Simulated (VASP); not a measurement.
# TiPt3 (Cm) in VASP: single point with PBE

Aim: the single point of TiPt3 with PBE.

Everything below comes from runs of VASP 6.6.1. Logs are shortened: lines on timing, memory, paths and dates and some standing lists are left out, and cuts for length are marked.

## Step 1: The cell of the first run

Symmetry: Cm, No. 8, monoclinic system. The conventional cell has a = 5.623 Å, b = 5.057 Å, c = 4.127 Å, α = 90.00°, β = 92.78°, γ = 90.00°. Ti (site symmetry m) has 12 Pt at 2.53 to 2.91 Å within 3.3 Å. Within 3.1 Å of Pt (site symmetry 1) lie 8 Pt at 2.38 to 2.94 Å and 4 Ti at 2.59 to 2.91 Å. Within 3.3 Å of Pt (site symmetry m) lie 4 Ti at 2.53 to 2.82 Å and 8 Pt at 2.71 to 2.94 Å.

## Step 2: Single point, PBE (strained and its atoms moved)

File INCAR:

```
  ALGO = Fast
  EDIFF = 1E-6
  ENCUT = 520
  GGA = PE
  ISIF = 2
  ISMEAR = 0
  LASPH = T
  LCHARG = T
  LELF = T
  LREAL = F
  LVHAR = T
  LWAVE = F
  NBANDS = 29
  NELM = 100
  PREC = Accurate
  SIGMA = 0.1
```

File KPOINTS:

```
k-points
0
Gamma
  10 10 10
```

File POSCAR:

```
TiPt3
1.0
    3.7753746300      0.0695614500      0.1997602200
    0.0695614500      4.1261046300      0.0695614500
    0.1997602200      0.0695614500      3.7753746300
Ti Pt
1 3
Direct
    0.0118794500     -0.0214232608      0.0118794500
    0.0036032581      0.5001401310      0.4750834185
    0.5094338734      0.0211429988      0.5094338734
    0.4750834185      0.5001401310      0.0036032581
```

Potentials or basis: VASP PAW PBE potentials, release 64 (Ti_sv, Pt).

Command:

```sh
$ cat potpaw_PBE.64/Ti_sv/POTCAR potpaw_PBE.64/Pt/POTCAR > POTCAR
$ mpirun -np 1 vasp_std > vasp.out
```

OUTCAR:

```text
EDIFF = 1E-6
   ENCUT = 520
   GGA = PE
   ISIF = 2
   ISMEAR = 0
   LASPH = T
   LREAL = F
   NELM = 100
   PREC = Accurate

 ion  position               nearest neighbor table
   1  0.012  0.979  0.012-   3 2.53   3 2.53   2 2.59   4 2.59   3 2.81   4 2.82   2 2.82   3 2.82
                             2 2.89   4 2.89   4 2.91   2 2.91
   2  0.004  0.500  0.475-   4 2.38   1 2.59   4 2.67   3 2.71   3 2.76   3 2.79   4 2.82   4 2.82
                             1 2.82   1 2.89   1 2.91   3 2.94
   3  0.509  0.021  0.509-   1 2.53   1 2.53   4 2.71   2 2.71   2 2.76   4 2.76   4 2.79   2 2.79
                             1 2.81   1 2.82   4 2.94   2 2.94
   4  0.475  0.500  0.004-   2 2.38   1 2.59   2 2.67   3 2.71   3 2.76   3 2.79   2 2.82   2 2.82
                             1 2.82   1 2.89   1 2.91   3 2.94

  LATTYP: Found a base centered monoclinic cell.
 ALAT       =     5.6234108273
 B/A-ratio  =     0.8992198059
 C/A-ratio  =     0.7339455212
 COS(beta)  =    -0.0485608905

  Lattice vectors:

 A1 = (  -0.1997602200,  -0.0695614500,  -3.7753746300)
 A2 = (  -3.7753746300,  -0.0695614500,  -0.1997602200)
 A3 = (   0.0695614500,   4.1261046300,   0.0695614500)

Analysis of symmetry for initial positions (statically):
=====================================================================
 Subroutine PRICEL returns:
 Original cell was already a primitive cell.

 Routine SETGRP: Setting up the symmetry group for a
 base centered monoclinic supercell.

 Subroutine GETGRP returns: Found  2 space group operations
 (whereof  2 operations were pure point group operations)
 out of a pool of  4 trial point group operations.

The static configuration has the point symmetry C_1h.

Analysis of symmetry for dynamics (positions and initial velocities):
=====================================================================
 Subroutine PRICEL returns:
 Original cell was already a primitive cell.

 Routine SETGRP: Setting up the symmetry group for a
 base centered monoclinic supercell.

 Subroutine GETGRP returns: Found  2 space group operations
 (whereof  2 operations were pure point group operations)
 out of a pool of  4 trial point group operations.

The dynamic configuration has the point symmetry C_1h.

 Subroutine INISYM returns: Found  2 space group operations
 (whereof  2 operations are pure point group operations),
 and found     1 'primitive' translations

----------------------------------------------------------------------------------------

[... 98 lines left out ...]
   EDIFFG = 0.1E-04   stopping-criterion for IOM
   NSW    =      0    number of steps for IOM
   IBRION =     -1    ionic relax: 0-MD 1-quasi-New 2-CG
   NFREE  =      0    steps in history (QN), initial steepest desc. (CG)
   ISIF   =      2    stress and relaxation
   ISYM   =      2    0-nonsym 1-usesym 2-fastsym
   POTIM  = 0.5000    time-step for ionic-motion
   TEBEG  =    0.0;   TEEND  =   0.0 temperature during run
   PSTRESS=    0.0 pullay stress
   NELECT =      42.0000    total number of electrons
   NUPDOWN=      -1.0000    fix difference up-down
   EMIN   =  10.00;   EMAX   =-10.00  energy-range for DOS
   EFERMI =   0.00;   METHOD = LEGACY
   ISMEAR =     0;   SIGMA  =   0.10  broadening in eV -4-tet -1-fermi 0-gaus
   EFERMI_NEDOS =   21; number of points for ismear=-14 and -15
   IALGO  =     68    algorithm
   IMIX   =      4    mixing-type and parameters
     AMIX     =   0.40;   BMIX     =  1.00
     AMIX_MAG =   1.60;   BMIX_MAG =  1.00
  volume/ion in A,a.u.               =      14.65        98.88
  Fermi-wavevector in a.u.,A,eV,Ry     =   1.464971  2.768394 29.200019  2.146141
  Thomas-Fermi vector in A             =   2.580884
   LORBIT       =      0    0 simple, 1 ext, 2 COOP (PROOUT), +10 PAW based schemes
   GGA     = PE    functional components
   LHFCALC =     F    Hartree Fock is set to
   AEXX    =    0.0000 exact exchange contribution
   IVDW    =     0    specifies the selected vdW correction
   LEPSILON=     F    determine dielectric tensor
   LRPA    =     F    only Hartree local field effects (RPA)
 non-spin polarized calculation
 RMM-DIIS sequential band-by-band and
 Gauss-broadening in eV      SIGMA  =   0.10
  energy-cutoff  :      520.00
  volume of cell :       58.61
 maximum number of plane-waves:      1601
   NGX = 15   NGY = 15   NGZ = 15

 number of electron      41.9999998 magnetization

 Free energy of the ion-electron system (eV)
  ---------------------------------------------------
  ext. energy  EPLUGINS =         0.00000000
  ---------------------------------------------------
  free energy    TOTEN  =       -28.31777904 eV

  energy without entropy =      -28.30861085  energy(sigma->0) =      -28.31319494

 E-fermi :  12.0095     XC(G=0): -13.3132

 val. band max:       12.0022388644   @ k =   0.2000   0.2000   0.1000
 cond. band min:      12.0211182769   @ k =   0.4000   0.0000   0.1000
 fundamental gap:      0.0188794125
 Fermi energy:        12.0095117993

 k-point     1 :       0.0000    0.0000    0.0000
  band No.  band energies     occupation
      1     -46.0278      2.00000
      2     -22.2821      2.00000
      3     -22.2632      2.00000
      4     -22.2451      2.00000
      5       1.7261      2.00000
      6       4.4269      2.00000
[... 757 lines left out ...]
     28      18.3781      0.00000
     29      19.3940      0.00000

 [... further k-points ...]

------------------------ aborting loop because EDIFF is reached ----------------------------------------

  FORCE on cell =-STRESS in cart. coord.  units (eV):
  Direction    XX          YY          ZZ          XY          YZ          ZX
  --------------------------------------------------------------------------------------
  -------------------------------------------------------------------------------------
  Total       11.3229346      1.4857551     11.3229346     -1.6509419     -1.6509420    -10.3972279
  in kB      309.5160141     40.6135874    309.5160141    -45.1290221    -45.1290248   -284.2115278
  external PRESSURE =     219.8818719 kB  Pullay stress =       0.0000000 kB

 VOLUME and BASIS-vectors are now :
 -----------------------------------------------------------------------------
  energy-cutoff  :      520.00
  volume of cell :       58.61
      direct lattice vectors                 reciprocal lattice vectors
     3.775374630  0.069561450  0.199760220     0.265692263 -0.004243584 -0.013979952
     0.069561450  4.126104630  0.069561450    -0.004243584  0.242502425 -0.004243584
     0.199760220  0.069561450  3.775374630    -0.013979952 -0.004243584  0.265692263

 POSITION                                       TOTAL-FORCE (eV/Angst)
 -----------------------------------------------------------------------------------
      0.11529      4.03936      0.11529        -0.374562      0.398054     -0.374562
      0.14330      2.09693      1.82913        -2.602718      0.223172      3.046594
      2.02654      0.15811      2.02654        -0.069314     -0.844398     -0.069314
      1.82913      2.09693      0.14330         3.046594      0.223172     -2.602718
 -----------------------------------------------------------------------------------
    total drift:                               -0.000548      0.001279     -0.000549

  FREE ENERGIE OF THE ION-ELECTRON SYSTEM (eV)
  ---------------------------------------------------
  free  energy   TOTEN  =       -28.3177790410 eV

  energy  without entropy=      -28.3086108481  energy(sigma->0) =      -28.31319494
```

Run time: 24 min. Hardware: 1 thread of Intel Xeon 8259CL, shared host; peak memory 0.5 GiB.

Results:

```
Free energy            : -28.3178 eV
Pressure               : 22.0 GPa
Largest force          : 4.013 eV/Å
Band gap on the k mesh : zero (band 21 reaches 12.68 eV, above the bottom of band 22 at 11.76 eV)
```

Forces on the atoms (eV/Å):
```
Ti  -0.375  0.398 -0.375
Pt  -2.603  0.223  3.047
Pt  -0.069 -0.844 -0.069
Pt   3.047  0.223 -2.603
```

Stress tensor (GPa, compression positive):
```
 30.95  -4.51 -28.42
 -4.51   4.06  -4.51
-28.42  -4.51  30.95
```

Caveat: the cell differs from its parent crystal (strained and its atoms moved); spin-orbit coupling is left out, which moves the levels of the heavy elements; forces of over 1 eV/Å act on the atoms, so gaps and moduli don't describe the material at rest.
